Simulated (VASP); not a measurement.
# AlO2 (fluorite type) (Fm-3m) in VASP: a series of runs

The runs below take AlO2 (fluorite type) through single point, with r2SCAN.

Program: VASP 6.6.1. These are calculated values, not measurements. Logs are shortened: lines on timing, memory, paths and dates and some standing lists are left out, and cuts for length are marked.

### Step 1. The cell of the first run

The structure is cubic, space group Fm-3m (No. 225). Conventional cell: a = 4.591 Å, b = 4.591 Å, c = 4.591 Å, α = 90.00°, β = 90.00°, γ = 90.00°. Al (site symmetry m-3m) has 8 O at 1.99 Å within 2.6 Å. Within 2.6 Å of O (site symmetry -43m) lie 4 Al at 1.99 Å and 6 O at 2.30 Å.

### Step 2. Single point, r2SCAN

Contents of POSCAR:

```
AlO2
1.0
    0.0000000000      2.2956810117      2.2956810117
    2.2956810117      0.0000000000      2.2956810117
    2.2956810117      2.2956810117      0.0000000000
Al O
1 2
Direct
    0.0000000000      0.0000000000      0.0000000000
    0.2500000000      0.2500000000      0.2500000000
    0.7500000000      0.7500000000      0.7500000000
```

Contents of INCAR.step1:

```
SYSTEM = AlO2
ALGO = Normal ; EDIFF = 1E-5
ENCUT = 660 ; GGA = PE
GGA_COMPAT = .FALSE. ; ISMEAR = -1
LASPH = .TRUE. ; LCHARG = .FALSE.
LREAL = .FALSE. ; LWAVE = .TRUE.
NBANDS = 14 ; NELM = 120
PREC = Accurate ; SIGMA = 0.1
```

Contents of INCAR.step2:

```
SYSTEM = AlO2
ALGO = Normal ; EDIFF = 1E-6
ENCUT = 660 ; GGA_COMPAT = .FALSE.
ISIF = 2 ; ISMEAR = -1
ISTART = 1 ; LASPH = .TRUE.
LCHARG = .TRUE. ; LELF = .TRUE.
LMIXTAU = .TRUE. ; LREAL = .FALSE.
LVHAR = .TRUE. ; LWAVE = .FALSE.
METAGGA = R2SCAN ; NBANDS = 14
NELM = 120 ; PREC = Accurate
SIGMA = 0.1
```

Contents of KPOINTS:

```
k-points
0
G
  12 12 12
  0 0 0
```

Potentials or basis: VASP PAW PBE potentials, release 64 (Al, O).

Command:

```sh
$ cat potpaw_PBE.64/Al/POTCAR potpaw_PBE.64/O/POTCAR > POTCAR
$ cp INCAR.step1 INCAR
$ mpirun -np 1 vasp_std > vasp.out
$ cp INCAR.step2 INCAR
$ mpirun -np 1 vasp_std > vasp.out
```

OUTCAR:

```text
SYSTEM = AlO2
   EDIFF = 1E-6
   ENCUT = 660
   ISIF = 2
   ISMEAR = -1
   ISTART = 1
   LASPH = .TRUE.
   LREAL = .FALSE.
   METAGGA = R2SCAN
   NELM = 120
   PREC = Accurate

 ion  position               nearest neighbor table
   1  0.000  0.000  0.000-   3 1.99   3 1.99   3 1.99   2 1.99   3 1.99   2 1.99   2 1.99   2 1.99

   2  0.250  0.250  0.250-   1 1.99   1 1.99   1 1.99   1 1.99
   3  0.750  0.750  0.750-   1 1.99   1 1.99   1 1.99   1 1.99

  LATTYP: Found a face centered cubic cell.
 ALAT       =     4.5913620234

  Lattice vectors:

 A1 = (   0.0000000000,   2.2956810117,   2.2956810117)
 A2 = (   2.2956810117,   0.0000000000,   2.2956810117)
 A3 = (   2.2956810117,   2.2956810117,   0.0000000000)

Analysis of symmetry for initial positions (statically):
=====================================================================
 Subroutine PRICEL returns:
 Original cell was already a primitive cell.

 Routine SETGRP: Setting up the symmetry group for a
 face centered cubic supercell.

 Subroutine GETGRP returns: Found 48 space group operations
 (whereof 48 operations were pure point group operations)
 out of a pool of 48 trial point group operations.

The static configuration has the point symmetry O_h .

Analysis of symmetry for dynamics (positions and initial velocities):
=====================================================================
 Subroutine PRICEL returns:
 Original cell was already a primitive cell.

 Routine SETGRP: Setting up the symmetry group for a
 face centered cubic supercell.

 Subroutine GETGRP returns: Found 48 space group operations
 (whereof 48 operations were pure point group operations)
 out of a pool of 48 trial point group operations.

The dynamic configuration has the point symmetry O_h .

 Subroutine INISYM returns: Found 48 space group operations
 (whereof 48 operations are pure point group operations),
 and found     1 'primitive' translations

----------------------------------------------------------------------------------------

                                     Primitive cell

  volume of cell :      24.1972

  direct lattice vectors                    reciprocal lattice vectors
     0.000000000  2.295681012  2.295681012    -0.217800294  0.217800294  0.217800294
     2.295681012  0.000000000  2.295681012     0.217800294 -0.217800294  0.217800294
     2.295681012  2.295681012  0.000000000     0.217800294  0.217800294 -0.217800294

  length of vectors
     3.246583222  3.246583222  3.246583222     0.377241176  0.377241176  0.377241176

  position of ions in fractional coordinates (direct lattice)
     0.000000000  0.000000000  0.000000000
     0.250000000  0.250000000  0.250000000
     0.750000000  0.750000000  0.750000000

  ion indices of the primitive-cell ions
   primitive index   ion index
                 1           1
                 2           2
                 3           3

----------------------------------------------------------------------------------------

 KPOINTS: k-points

Automatic generation of k-mesh.
 Grid dimensions read from file:
 generate k-points for:   12   12   12

 Generating k-lattice:

  Cartesian coordinates                     Fractional coordinates (reciprocal lattice)
    -0.018150025  0.018150025  0.018150025     0.083333333  0.000000000  0.000000000
     0.018150025 -0.018150025  0.018150025     0.000000000  0.083333333  0.000000000
     0.018150025  0.018150025 -0.018150025     0.000000000  0.000000000  0.083333333

  Length of vectors
     0.031436765  0.031436765  0.031436765

  Shift w.r.t. Gamma in fractional coordinates (k-lattice)
     0.000000000  0.000000000  0.000000000

 Subroutine IBZKPT returns following result:
 ===========================================

 Found     72 irreducible k-points:

 Following reciprocal coordinates:
            Coordinates               Weight
  0.000000  0.000000  0.000000      1.000000
  0.083333  0.000000  0.000000      8.000000
  0.166667  0.000000  0.000000      8.000000
  0.250000  0.000000  0.000000      8.000000
  0.333333  0.000000  0.000000      8.000000
  0.416667  0.000000  0.000000      8.000000
[... 16 lines left out ...]
  0.500000  0.166667  0.000000     24.000000
 -0.416667  0.166667  0.000000     24.000000
 [... further k-points ...]
   k-points           NKPTS =     72   k-points in BZ     NKDIM =     72   number of bands    NBANDS=     14
   number of dos      NEDOS =    301   number of ions     NIONS =      3
   total plane-waves  NPLWV =  21952
   dimension x,y,z NGX =    28 NGY =   28 NGZ =   28
   dimension x,y,z NGXF=    56 NGYF=   56 NGZF=   56
   ions per type =               1   2
   NGX,Y,Z   is equivalent  to a cutoff of  14.34, 14.34, 14.34 a.u.
   NGXF,Y,Z  is equivalent  to a cutoff of  28.68, 28.68, 28.68 a.u.
 SYSTEM =  AlO2
   PREC   = accura    normal or accurate (medium, high low for compatibility)
   ISTART =      1    job   : 0-new  1-cont  2-samecut
   ICHARG =      0    charge: 1-file 2-atom 10-const
   ISPIN  =      1    spin polarized calculation?
   LNONCOLLINEAR =      F non collinear calculations
   LSORBIT =      F    spin-orbit coupling
   LASPH  =      T    aspherical Exc in radial PAW
   ENCUT  =  660.0 eV  48.51 Ry    6.96 a.u.   6.80  6.80  6.80*2*pi/ulx,y,z
   NELM   =    120;   NELMIN=  2; NELMDL=  0     # of ELM steps
   EDIFF  = 0.1E-05   stopping-criterion for ELM
   LREAL  =      F    real-space projection
   EDIFFG = 0.1E-04   stopping-criterion for IOM
   NSW    =      0    number of steps for IOM
   IBRION =     -1    ionic relax: 0-MD 1-quasi-New 2-CG
   NFREE  =      0    steps in history (QN), initial steepest desc. (CG)
   ISIF   =      2    stress and relaxation
   ISYM   =      2    0-nonsym 1-usesym 2-fastsym
   POTIM  = 0.5000    time-step for ionic-motion
   TEBEG  =    0.0;   TEEND  =   0.0 temperature during run
   PSTRESS=    0.0 pullay stress
   NELECT =      15.0000    total number of electrons
   NUPDOWN=      -1.0000    fix difference up-down
   EMIN   =  10.00;   EMAX   =-10.00  energy-range for DOS
   EFERMI =   0.00;   METHOD = LEGACY
   ISMEAR =    -1;   SIGMA  =   0.10  broadening in eV -4-tet -1-fermi 0-gaus
   EFERMI_NEDOS =   21; number of points for ismear=-14 and -15
   IALGO  =     38    algorithm
   IMIX   =      4    mixing-type and parameters
     AMIX     =   0.40;   BMIX     =  1.00
     AMIX_MAG =   1.60;   BMIX_MAG =  1.00
  volume/ion in A,a.u.               =       8.07        54.43
  Fermi-wavevector in a.u.,A,eV,Ry     =   1.395887  2.637845 26.510973  1.948502
  Thomas-Fermi vector in A             =   2.519295
   LORBIT       =      0    0 simple, 1 ext, 2 COOP (PROOUT), +10 PAW based schemes
   METAGGA = R2SCAN    functional components
   LHFCALC =     F    Hartree Fock is set to
   AEXX    =    0.0000 exact exchange contribution
   IVDW    =     0    specifies the selected vdW correction
   LEPSILON=     F    determine dielectric tensor
   LRPA    =     F    only Hartree local field effects (RPA)
 non-spin polarized calculation
  energy-cutoff  :      660.00
  volume of cell :       24.20
 maximum number of plane-waves:       950
   NGX = 13   NGY = 13   NGZ = 13

 number of electron      15.0000004 magnetization

 Free energy of the ion-electron system (eV)
  ---------------------------------------------------
  ext. energy  EPLUGINS =         0.00000000
  ---------------------------------------------------
  free energy    TOTEN  =       -24.63725845 eV

  energy without entropy =      -24.57452901  energy(sigma->0) =      -24.60589373

 E-fermi :   6.6618     XC(G=0): -12.5585

 val. band max:        6.6429235391   @ k =   0.5000   0.4167   0.0000
 cond. band min:       6.6652622527   @ k =  -0.2500   0.4167   0.1667
 fundamental gap:      0.0223387136
 Fermi energy:         6.6618062620

 k-point     1 :       0.0000    0.0000    0.0000
  band No.  band energies     occupation
      1     -15.2263      2.00000
      2      -9.5067      2.00000
      3       2.2106      2.00000
      4       2.2106      2.00000
      5       2.2106      2.00000
      6       5.9574      1.99826
      7       5.9574      1.99826
      8       5.9574      1.99826
      9      14.1040      0.00000
     10      17.9883      0.00000
     11      17.9883      0.00000
     12      17.9883      0.00000
     13      22.8560      0.00000
     14      22.8560      0.00000

 k-point     2 :       0.0833    0.0000    0.0000
  band No.  band energies     occupation
      1     -15.1385      2.00000
      2      -9.6169      2.00000
      3       2.2113      2.00000
      4       2.2379      2.00000
      5       2.2379      2.00000
      6       5.7224      1.99983
      7       5.8346      1.99949
      8       5.8346      1.99949
      9      14.4384      0.00000
     10      17.9045      0.00000
     11      18.1717      0.00000
     12      18.1717      0.00000
     13      23.0451      0.00000
     14      23.0451      0.00000

 k-point     3 :       0.1667    0.0000    0.0000
  band No.  band energies     occupation
      1     -14.8795      2.00000
      2      -9.9359      2.00000
      3       2.2111      2.00000
      4       2.3231      2.00000
      5       2.3231      2.00000
      6       5.1394      2.00000
      7       5.4959      1.99998
      8       5.4959      1.99998
      9      15.3038      0.00000
     10      17.7889      0.00000
     11      18.7123      0.00000
     12      18.7123      0.00000
     13      23.5387      0.00000
     14      23.5387      0.00000
[... 324 lines left out ...]
 k-point    23 :       0.5000    0.1667    0.0000
  band No.  band energies     occupation
      1     -12.8864      2.00000
      2     -11.9475      2.00000
      3       0.6933      2.00000
      4       1.5745      2.00000
      5       1.9477      2.00000
      6       4.7117      2.00000
      7       5.0556      2.00000
      8       5.5222      1.99998
      9      17.6521      0.00000
     10      18.7502      0.00000
     11      22.2052      0.00000
     12      23.1518      0.00000
     13      23.3333      0.00000
     14      24.6937      0.00000

 k-point    24 :      -0.4167    0.1667    0.0000
  band No.  band energies     occupation
      1     -12.6208      2.00000
      2     -12.2302      2.00000
      3       0.4965      2.00000
      4       1.8246      2.00000
      5       2.3482      2.00000
      6       4.2272      2.00000
      7       4.5722      2.00000
      8       5.9092      1.99892
      9      18.1450      0.00000
     10      18.8088      0.00000
     11      22.3792      0.00000
     12      22.4670      0.00000
     13      23.1417      0.00000
     14      24.9733      0.00000

 [... further k-points ...]
[... 5 lines left out ...]
  --------------------------------------------------------------------------------------
  -------------------------------------------------------------------------------------
  Total        1.8853696      1.8853696      1.8853696      0.0000000     -0.0000000      0.0000000
  in kB      124.8367518    124.8367518    124.8367518      0.0000000     -0.0000000      0.0000000
  external PRESSURE =     124.8367518 kB  Pullay stress =       0.0000000 kB

 VOLUME and BASIS-vectors are now :
 -----------------------------------------------------------------------------
  energy-cutoff  :      660.00
  volume of cell :       24.20
      direct lattice vectors                 reciprocal lattice vectors
     0.000000000  2.295681012  2.295681012    -0.217800294  0.217800294  0.217800294
     2.295681012  0.000000000  2.295681012     0.217800294 -0.217800294  0.217800294
     2.295681012  2.295681012  0.000000000     0.217800294  0.217800294 -0.217800294

 POSITION                                       TOTAL-FORCE (eV/Angst)
 -----------------------------------------------------------------------------------
      0.00000      0.00000      0.00000         0.000000     -0.000000      0.000000
      1.14784      1.14784      1.14784        -0.000000      0.000000     -0.000000
      3.44352      3.44352      3.44352        -0.000000      0.000000      0.000000
 -----------------------------------------------------------------------------------
    total drift:                                0.000000      0.000000      0.000000

  FREE ENERGIE OF THE ION-ELECTRON SYSTEM (eV)
  ---------------------------------------------------
  free  energy   TOTEN  =       -24.6372584453 eV

  energy  without entropy=      -24.5745290143  energy(sigma->0) =      -24.60589373
```

Run time: 2 min. Hardware: 1 thread of Intel Xeon 6975P-C, shared host; peak memory 0.18 GiB.

Results:

| Item | Value |
| --- | --- |
| Free energy | -24.6373 eV |
| Pressure | 12.5 GPa |

Caveat: the PAW data sets were made with another functional, which shifts forces and pressure a little; an odd number of electrons without spin polarisation forces a metal; a magnetic or distorted state may lie lower.

### Step 3. Single point, r2SCAN

This run uses another cell than the first one, of 8.33 Å³/atom, 1.033 times its volume.

Contents of POSCAR:

```
AlO2
1.0
    0.0000000000      2.3203676465      2.3203676465
    2.3203676465      0.0000000000      2.3203676465
    2.3203676465      2.3203676465      0.0000000000
Al O
1 2
Direct
    0.0000000000      0.0000000000      0.0000000000
    0.2500000000      0.2500000000      0.2500000000
    0.7500000000      0.7500000000      0.7500000000
```

Contents of INCAR.step1:

```
ALGO = Normal
EDIFF = 1E-5
ENCUT = 660
GGA = PE
GGA_COMPAT = F
ISMEAR = -1
LASPH = T
LCHARG = F
LREAL = F
LWAVE = T
NBANDS = 14
NELM = 120
PREC = Accurate
SIGMA = 0.1
```

Contents of INCAR.step2:

```
ALGO = Normal
EDIFF = 1E-6
ENCUT = 660
GGA_COMPAT = F
ISIF = 2
ISMEAR = -1
ISTART = 1
LASPH = T
LCHARG = T
LELF = T
LMIXTAU = T
LREAL = F
LVHAR = T
LWAVE = F
METAGGA = R2SCAN
NBANDS = 14
NELM = 120
PREC = Accurate
SIGMA = 0.1
```

Contents of KPOINTS:

```
k-points
0
Gamma
  12 12 12
```

Potentials or basis: VASP PAW PBE potentials, release 64 (Al, O).

Command:

```sh
$ cat potpaw_PBE.64/Al/POTCAR potpaw_PBE.64/O/POTCAR > POTCAR
$ cp INCAR.step1 INCAR
$ mpirun -np 1 vasp_std > vasp.out
$ cp INCAR.step2 INCAR
$ mpirun -np 1 vasp_std > vasp.out
```

It took 1.8 min on 1 thread of Intel Xeon 6975P-C, shared host; peak memory 0.18 GiB.

It converged, with:

| Item | Value |
| --- | --- |
| Free energy | -24.6799 eV |
| Pressure | 3.9 GPa |

Levels at points of the mesh, in eV from the Fermi level:
| k point | band 6 | band 7 | band 8 | band 9 | band 10 | band 11 |
| --- | --- | --- | --- | --- | --- | --- |
| (0.00, 0.00, 0.00) | -0.68 | -0.68 | -0.68 | 7.02 | 11.17 | 11.17 |
| (0.50, 0.00, 0.00) | -3.18 | -3.01 | -3.01 | 11.22 | 12.04 | 15.59 |
| (0.50, 0.50, 0.00) | 0.10 | 0.10 | 0.91 | 7.41 | 12.77 | 14.10 |

Caveat: the PAW data sets were made with another functional, which shifts forces and pressure a little; an odd number of electrons without spin polarisation forces a metal; a magnetic or distorted state may lie lower.

### Step 4. Single point, r2SCAN

This run uses another cell than the first one, of 8.59 Å³/atom, 1.065 times its volume.

Contents of POSCAR:

```
AlO2
1.0
    0.0000000000      2.3445398825      2.3445398825
    2.3445398825      0.0000000000      2.3445398825
    2.3445398825      2.3445398825      0.0000000000
Al O
1 2
Direct
    0.0000000000      0.0000000000      0.0000000000
    0.2500000000      0.2500000000      0.2500000000
    0.7500000000      0.7500000000      0.7500000000
```

Contents of INCAR.step1:

```
SYSTEM = AlO2
PREC = Accurate
ENCUT = 660
ISMEAR = -1
SIGMA = 0.1
LREAL = .FALSE.
LASPH = .TRUE.
NELM = 120
NBANDS = 14
GGA = PE
ALGO = Normal
EDIFF = 1E-5
LWAVE = .TRUE.
LCHARG = .FALSE.
GGA_COMPAT = .FALSE.
```

Contents of INCAR.step2:

```
SYSTEM = AlO2
PREC = Accurate
ENCUT = 660
EDIFF = 1E-6
ISMEAR = -1
SIGMA = 0.1
LREAL = .FALSE.
LASPH = .TRUE.
NELM = 120
ALGO = Normal
ISIF = 2
LWAVE = .FALSE.
LCHARG = .FALSE.
METAGGA = R2SCAN
LMIXTAU = .TRUE.
NBANDS = 14
ISTART = 1
GGA_COMPAT = .FALSE.
```

Contents of KPOINTS:

```
Automatic mesh
0
G
  12 12 12
  0 0 0
```

Command:

```sh
$ cat potpaw_PBE.64/Al/POTCAR potpaw_PBE.64/O/POTCAR > POTCAR
$ cp INCAR.step1 INCAR
$ mpirun -np 1 vasp_std > vasp.out
$ cp INCAR.step2 INCAR
$ mpirun -np 1 vasp_std > vasp.out
```

It took 1.9 min on 1 thread of Intel Xeon 6975P-C, shared host; peak memory 0.18 GiB.

It converged, with:

```
Free energy : -24.6833 eV
Pressure    : -3.5 GPa
```

Levels at points of the mesh, in eV from the Fermi level:
```
           k point  band 4  band 5  band 6  band 7  band 8  band 9  band 10  band 11  band 12  band 13
(0.00, 0.00, 0.00)   -4.11   -4.11   -0.67   -0.67   -0.67    6.62    11.02    11.02    11.02    15.98
(0.50, 0.00, 0.00)   -3.43   -3.07   -3.07   -2.88   -2.88   10.79    11.83    15.23    15.23    16.99
(0.50, 0.50, 0.00)   -5.67   -5.67    0.09    0.09    0.87    7.32    12.37    13.74    17.63    17.63
```

Caveat: the PAW data sets were made with another functional, which shifts forces and pressure a little; an odd number of electrons without spin polarisation forces a metal; a magnetic or distorted state may lie lower.

### Step 5. Summary

| cell | gap on the mesh (eV) | pressure (GPa) |
| --- | --- | --- |
| a = 3.247 Å, angles 60.0°, 3 atoms | none | 12.5 |
| a = 3.281 Å, angles 60.0°, 3 atoms | none | 3.9 |
| a = 3.316 Å, angles 60.0°, 3 atoms | none | -3.5 |

Alike in all rows: task single point; level r2SCAN; potentials or basis VASP PAW PBE potentials, release 64 (Al, O); no spin polarisation; k mesh 12 × 12 × 12; cutoff (eV) 660; smearing fermi-dirac 0.1 eV.

Caveats: the PAW data sets were made with another functional, which shifts forces and pressure a little; an odd number of electrons without spin polarisation forces a metal; a magnetic or distorted state may lie lower.

Absolute energies hang on the potentials; compare differences alone.
